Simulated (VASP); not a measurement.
# Si3N4 (P6_3/m) in VASP: further runs

Runs on Si3N4. Level: PBE+D3(BJ). Tasks: single point.

All numbers are computed with VASP 6.6.1; they aren't measurements. Logs are shortened: lines on timing, memory, paths and dates and some standing lists are left out, and cuts for length are marked.

## (1) The cell of the first run

The structure is hexagonal, space group P6_3/m (No. 176). The conventional cell has a = 7.619 Å, b = 7.619 Å, c = 2.911 Å, α = 90.00°, β = 90.00°, γ = 120.00°. Si (site symmetry m) has 4 N at 1.73 to 1.74 Å within 2.3 Å. N (site symmetry m) has 3 Si at 1.74 Å within 2.3 Å. N (site symmetry -6) has 3 Si at 1.73 Å within 2.3 Å.

## (2) Single point, PBE+D3(BJ)

INCAR reads:

```
SYSTEM = Si3N4
PREC     = Accurate       ! precision mode
ENCUT    = 520            ! plane-wave cutoff, eV
EDIFF    = 1E-6           ! SCF threshold, eV
ISMEAR   = 0              ! smearing method
SIGMA    = 0.02           ! smearing width, eV
LREAL    = .False.        ! projectors in reciprocal space
LASPH    = .True.         ! aspherical terms in the spheres
NELM     = 80             ! most SCF steps
ALGO     = Normal         ! electronic algorithm
ISIF     = 2              ! what is computed and relaxed
LWAVE    = .False.        ! write WAVECAR
LCHARG   = .False.        ! write CHGCAR
GGA      = PE             ! functional
IVDW     = 12             ! dispersion correction
NBANDS   = 45             ! bands
```

KPOINTS reads:

```
Automatic mesh
0
Gamma
  6 6 8
  0 0 0
```

POSCAR reads:

```
Si3N4
1.0
    7.6192367481      0.0000000000      0.0000000000
   -3.8096183740      6.5984525813      0.0000000000
    0.0000000000      0.0000000000      2.9112990899
Si N
6 8
Direct
    0.7678317162      0.1740753499      0.3256285714
    0.5937563663      0.7678317162      0.8256285714
    0.8259246501      0.5937563663      0.3256285714
    0.2321682838      0.8259246501      0.8256285714
    0.4062436337      0.2321682838      0.3256285714
    0.1740753499      0.4062436337      0.8256285714
    0.0298827494      0.3299417877      0.3256285714
    0.6999409617      0.0298827494      0.8256285714
    0.6700582123      0.6999409617      0.3256285714
    0.9701172506      0.6700582123      0.8256285714
    0.3000590383      0.9701172506      0.3256285714
    0.3299417877      0.3000590383      0.8256285714
    0.3333333333      0.6666666667     -0.1743714286
    0.6666666667      0.3333333333      0.3256285714
```

Potentials or basis: VASP PAW PBE potentials, release 64 (Si, N).

The run is started by

```bash
$ cat potpaw_PBE.64/Si/POTCAR potpaw_PBE.64/N/POTCAR > POTCAR
$ mpirun -np 1 vasp_std > vasp.out
```

OUTCAR:

```text
SYSTEM = Si3N4
   PREC = Accurate
   ENCUT = 520
   EDIFF = 1E-6
   ISMEAR = 0
   LREAL = .False.
   LASPH = .True.
   NELM = 80
   ISIF = 2
   GGA = PE
   IVDW = 12
 IVDW          = 12

 ion  position               nearest neighbor table
   1  0.768  0.174  0.326-  14 1.73   8 1.74   8 1.74   7 1.74   3 3.00   5 3.00   2 3.06   2 3.06
                             6 3.06   6 3.06
   2  0.594  0.768  0.826-  13 1.73   9 1.74   9 1.74   8 1.74   4 3.00   6 3.00   3 3.06   3 3.06
                             1 3.06   1 3.06
   3  0.826  0.594  0.326-  14 1.73  10 1.74  10 1.74   9 1.74   1 3.00   5 3.00   2 3.06   2 3.06
                             4 3.06   4 3.06
   4  0.232  0.826  0.826-  13 1.73  11 1.74  11 1.74  10 1.74   6 3.00   2 3.00   5 3.06   5 3.06
                             3 3.06   3 3.06
   5  0.406  0.232  0.326-  14 1.73  12 1.74  12 1.74  11 1.74   1 3.00   3 3.00   6 3.06   6 3.06
                             4 3.06   4 3.06
   6  0.174  0.406  0.826-  13 1.73   7 1.74   7 1.74  12 1.74   4 3.00   2 3.00   5 3.06   5 3.06
                             1 3.06   1 3.06
   7  0.030  0.330  0.326-   6 1.74   6 1.74   1 1.74
   8  0.700  0.030  0.826-   1 1.74   1 1.74   2 1.74
   9  0.670  0.700  0.326-   2 1.74   2 1.74   3 1.74
  10  0.970  0.670  0.826-   3 1.74   3 1.74   4 1.74
  11  0.300  0.970  0.326-   4 1.74   4 1.74   5 1.74
  12  0.330  0.300  0.826-   5 1.74   5 1.74   6 1.74
  13  0.333  0.667  0.826-   4 1.73   6 1.73   2 1.73
  14  0.667  0.333  0.326-   1 1.73   3 1.73   5 1.73

  LATTYP: Found a hexagonal cell.
 ALAT       =     7.6192367481
 C/A-ratio  =     0.3820985206

  Lattice vectors:

 A1 = (   7.6192367481,   0.0000000000,   0.0000000000)
 A2 = (  -3.8096183740,   6.5984525813,   0.0000000000)
 A3 = (   0.0000000000,   0.0000000000,   2.9112990899)

Analysis of symmetry for initial positions (statically):
=====================================================================
 Subroutine PRICEL returns:
 Original cell was already a primitive cell.

 Routine SETGRP: Setting up the symmetry group for a
 hexagonal supercell.

 Subroutine GETGRP returns: Found 12 space group operations
 (whereof  3 operations were pure point group operations)
 out of a pool of 24 trial point group operations.

The static configuration has the point symmetry C_3 .
 The point group associated with its full space group is C_6h.

Analysis of symmetry for dynamics (positions and initial velocities):
=====================================================================
 Subroutine PRICEL returns:
 Original cell was already a primitive cell.

 Routine SETGRP: Setting up the symmetry group for a
 hexagonal supercell.

 Subroutine GETGRP returns: Found 12 space group operations
 (whereof  3 operations were pure point group operations)
 out of a pool of 24 trial point group operations.

The dynamic configuration has the point symmetry C_3 .
 The point group associated with its full space group is C_6h.

 Subroutine INISYM returns: Found 12 space group operations
 (whereof  3 operations are pure point group operations),
 and found     1 'primitive' translations

----------------------------------------------------------------------------------------

                                     Primitive cell

  volume of cell :     146.3661

  direct lattice vectors                    reciprocal lattice vectors
     7.619236748  0.000000000  0.000000000     0.131246742  0.075775342  0.000000000
    -3.809618374  6.598452581  0.000000000     0.000000000  0.151550684  0.000000000
     0.000000000  0.000000000  2.911299090     0.000000000  0.000000000  0.343489270

  length of vectors
     7.619236748  7.619236748  2.911299090     0.151550684  0.151550684  0.343489270

  position of ions in fractional coordinates (direct lattice)
     0.767831716  0.174075350  0.325628571
     0.593756366  0.767831716  0.825628571
     0.825924650  0.593756366  0.325628571
     0.232168284  0.825924650  0.825628571
     0.406243634  0.232168284  0.325628571
     0.174075350  0.406243634  0.825628571
     0.029882749  0.329941788  0.325628571
     0.699940962  0.029882749  0.825628571
     0.670058212  0.699940962  0.325628571
     0.970117251  0.670058212  0.825628571
     0.300059038  0.970117251  0.325628571
     0.329941788  0.300059038  0.825628571
     0.333333333  0.666666667  0.825628571
     0.666666667  0.333333333  0.325628571
[... 32 lines left out ...]

  Length of vectors
     0.025258447  0.025258447  0.042936159

  Shift w.r.t. Gamma in fractional coordinates (k-lattice)
     0.000000000  0.000000000  0.000000000

 Subroutine IBZKPT returns following result:
 ===========================================

 Found     40 irreducible k-points:

 Following reciprocal coordinates:
            Coordinates               Weight
  0.000000  0.000000  0.000000      1.000000
  0.166667  0.000000  0.000000      6.000000
  0.333333  0.000000  0.000000      6.000000
  0.500000  0.000000  0.000000      3.000000
  0.166667  0.166667  0.000000      6.000000
  0.333333  0.166667  0.000000      6.000000
[... 16 lines left out ...]
 -0.333333  0.500000 -0.250000     12.000000
  0.333333  0.333333  0.250000      4.000000
 [... further k-points ...]
   k-points           NKPTS =     40   k-points in BZ     NKDIM =     40   number of bands    NBANDS=     45
   number of dos      NEDOS =    301   number of ions     NIONS =     14
   total plane-waves  NPLWV =  86400
   dimension x,y,z NGX =    60 NGY =   60 NGZ =   24
   dimension x,y,z NGXF=   120 NGYF=  120 NGZF=   48
   ions per type =               6   8
   NGX,Y,Z   is equivalent  to a cutoff of  13.09, 13.09, 13.70 a.u.
   NGXF,Y,Z  is equivalent  to a cutoff of  26.18, 26.18, 27.41 a.u.
 SYSTEM =  Si3N4
   PREC   = accura    normal or accurate (medium, high low for compatibility)
   ISTART =      0    job   : 0-new  1-cont  2-samecut
   ICHARG =      2    charge: 1-file 2-atom 10-const
   ISPIN  =      1    spin polarized calculation?
   LNONCOLLINEAR =      F non collinear calculations
   LSORBIT =      F    spin-orbit coupling
   LASPH  =      T    aspherical Exc in radial PAW
   ENCUT  =  520.0 eV  38.22 Ry    6.18 a.u.  14.17 14.17  5.41*2*pi/ulx,y,z
   NELM   =     80;   NELMIN=  2; NELMDL= -5     # of ELM steps
   EDIFF  = 0.1E-05   stopping-criterion for ELM
   LREAL  =      F    real-space projection
   EDIFFG = 0.1E-04   stopping-criterion for IOM
   NSW    =      0    number of steps for IOM
   IBRION =     -1    ionic relax: 0-MD 1-quasi-New 2-CG
   NFREE  =      0    steps in history (QN), initial steepest desc. (CG)
   ISIF   =      2    stress and relaxation
   ISYM   =      2    0-nonsym 1-usesym 2-fastsym
   POTIM  = 0.5000    time-step for ionic-motion
   TEBEG  =    0.0;   TEEND  =   0.0 temperature during run
   PSTRESS=    0.0 pullay stress
   NELECT =      64.0000    total number of electrons
   NUPDOWN=      -1.0000    fix difference up-down
   EMIN   =  10.00;   EMAX   =-10.00  energy-range for DOS
   EFERMI =   0.00;   METHOD = LEGACY
   ISMEAR =     0;   SIGMA  =   0.02  broadening in eV -4-tet -1-fermi 0-gaus
   EFERMI_NEDOS =   21; number of points for ismear=-14 and -15
   IALGO  =     38    algorithm
   IMIX   =      4    mixing-type and parameters
     AMIX     =   0.40;   BMIX     =  1.00
     AMIX_MAG =   1.60;   BMIX_MAG =  1.00
  volume/ion in A,a.u.               =      10.45        70.55
  Fermi-wavevector in a.u.,A,eV,Ry     =   1.242571  2.348119 21.007174  1.543984
  Thomas-Fermi vector in A             =   2.376920
   LORBIT       =      0    0 simple, 1 ext, 2 COOP (PROOUT), +10 PAW based schemes
   GGA     = PE    functional components
   LHFCALC =     F    Hartree Fock is set to
   AEXX    =    0.0000 exact exchange contribution
   IVDW    =    12    specifies the selected vdW correction
   LEPSILON=     F    determine dielectric tensor
   LRPA    =     F    only Hartree local field effects (RPA)
 non-spin polarized calculation
 Gauss-broadening in eV      SIGMA  =   0.02
  energy-cutoff  :      520.00
  volume of cell :      146.37
 maximum number of plane-waves:      3966
 NGX is ok and might be reduce to    60
   NGX = 29   NGY = 29   NGZ = 11

 number of electron      64.0000004 magnetization

 Free energy of the ion-electron system (eV)
  ---------------------------------------------------
  ext. energy  EPLUGINS =         0.00000000
  ---------------------------------------------------
  free energy    TOTEN  =      -114.51579880 eV

  energy without entropy =     -114.51579880  energy(sigma->0) =     -114.51579880

 E-fermi :   6.8591     XC(G=0): -10.7836

 val. band max:        6.7005191992   @ k =   0.0000   0.0000   0.1250
 cond. band min:      11.0185270145   @ k =   0.0000   0.0000   0.0000
 fundamental gap:      4.3180078154
 Fermi energy:         6.8591417453

 k-point     1 :       0.0000    0.0000    0.0000
  band No.  band energies     occupation
      1     -11.4733      2.00000
      2     -10.0171      2.00000
      3     -10.0171      2.00000
      4      -9.3867      2.00000
      5      -9.2509      2.00000
      6      -9.2509      2.00000
[... 1117 lines left out ...]
     43      14.9592      0.00000
     44      14.9592      0.00000

 [... further k-points ...]

 [bands above 44 left out]

------------------------ aborting loop because EDIFF is reached ----------------------------------------

 Edisp (eV)   -3.58060

 E8    (eV) :    -1.2747

  FORCE on cell =-STRESS in cart. coord.  units (eV):
  Direction    XX          YY          ZZ          XY          YZ          ZX
  --------------------------------------------------------------------------------------
  -------------------------------------------------------------------------------------
  Total      -0.24814    -0.24814    -0.30108    -0.00000     0.00000    -0.00000
  in kB      -2.71618    -2.71618    -3.29573    -0.00000     0.00000    -0.00000
  external pressure =       -2.91 kB  Pullay stress =        0.00 kB

 VOLUME and BASIS-vectors are now :
 -----------------------------------------------------------------------------
  energy-cutoff  :      520.00
  volume of cell :      146.37
      direct lattice vectors                 reciprocal lattice vectors
     7.619236748  0.000000000  0.000000000     0.131246742  0.075775342  0.000000000
    -3.809618374  6.598452581  0.000000000     0.000000000  0.151550684  0.000000000
     0.000000000  0.000000000  2.911299090     0.000000000  0.000000000  0.343489270

 POSITION                                       TOTAL-FORCE (eV/Angst)
 -----------------------------------------------------------------------------------
      5.18713      1.14863      0.94800         0.002644      0.002897      0.000000
      1.59882      5.06650      2.40365        -0.001187      0.003738      0.000000
      4.03093      3.91787      0.94800        -0.003831      0.000841      0.000000
     -1.37751      5.44982      2.40365        -0.002644     -0.002897      0.000000
      2.21079      1.53195      0.94800         0.001187     -0.003738      0.000000
     -0.22131      2.68058      2.40365         0.003831     -0.000841      0.000000
     -1.02927      2.17711      0.94800        -0.001004     -0.002647     -0.000000
      5.21917      0.19718      2.40365         0.001790     -0.002193     -0.000000
      2.43882      4.61853      0.94800         0.002794      0.000454     -0.000000
      4.83889      4.42135      2.40365         0.001004      0.002647      0.000000
     -1.40956      6.40127      0.94800        -0.001790      0.002193     -0.000000
      1.37079      1.97993      2.40365        -0.002794     -0.000454      0.000000
     -0.00000      4.39897      2.40365         0.000000      0.000000      0.000000
      3.80962      2.19948      0.94800         0.000000      0.000000      0.000000
 -----------------------------------------------------------------------------------
    total drift:                               -0.000000     -0.000000      0.000066

  FREE ENERGIE OF THE ION-ELECTRON SYSTEM (eV)
  ---------------------------------------------------
  free  energy   TOTEN  =      -118.0963973638 eV

  energy  without entropy=     -118.0963973638  energy(sigma->0) =     -118.09639736
```

Run time: 9.1 min. Hardware: 1 thread of Intel Xeon Platinum 8259CL at 2.50GHz (Skylake/Cascade Lake), shared host; peak memory 0.38 GiB.

What came out:

```yaml
Free_energy: -118.0964 eV
Pressure: -0.3 GPa
Largest_force: 0.004 eV/Å
Band_gap_on_the_k_mesh: 4.32 eV (least direct gap 4.51 eV)
Dispersion_energy_per_atom: -0.256 eV
```

Forces on the atoms (eV/Å):
```
Si   0.003  0.003  0.000
Si  -0.001  0.004  0.000
Si  -0.004  0.001  0.000
Si  -0.003 -0.003  0.000
Si   0.001 -0.004  0.000
Si   0.004 -0.001  0.000
N   -0.001 -0.003  0.000
N    0.002 -0.002  0.000
N    0.003  0.000  0.000
N    0.001  0.003  0.000
N   -0.002  0.002  0.000
N   -0.003  0.000  0.000
N    0.000  0.000  0.000
N    0.000  0.000  0.000
```

A k mesh can miss the band edges.

(Part 1 of 3 ends here.)
